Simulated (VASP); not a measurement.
The system is ZnS.

```
CELL_PARAMETERS angstrom
0.00000 2.70200 2.70200
2.70200 0.00000 2.70200
2.70200 2.70200 0.00000
ATOMIC_POSITIONS crystal
Zn 0.25000 0.25000 0.25000
S 0.00000 0.00000 0.00000
```

```yaml
Program: VASP 6.6.1
Task: relaxation of cell and atoms
Functional: LDA
Potentials_or_basis: VASP PAW LDA potentials, release 64 (Zn, S)
Cutoff: 600 eV
k_mesh: 8 × 8 × 8
Occupations: fermi-dirac, width 0.02 eV
Spin: no spin polarisation
```

At the start: pressure -4.4 GPa; volume 19.73 Å³/atom.

Q: Where does the relaxation end?

A: Over 3 steps the energy falls by 15.7 meV/atom and the volume is 18.63 Å³/atom (-5.6 %); space group F-43m (No. 216, to 0.1 Å) before and after.

Step by step:
```tsv
step	energy change (eV)	largest force (eV/Å)	pressure (GPa)	volume (Å³)
1	0.0000	0.0000	-4.36	39.45
2	-0.0268	0.0000	1.92	36.47
3	-0.0314	0.0000	-0.01	37.26
```

Final structure:
```
CELL_PARAMETERS angstrom
0.00000 2.65087 2.65087
2.65087 0.00000 2.65087
2.65087 2.65087 0.00000
ATOMIC_POSITIONS crystal
Zn 0.25000 0.25000 0.25000
S 0.00000 0.00000 0.00000
```
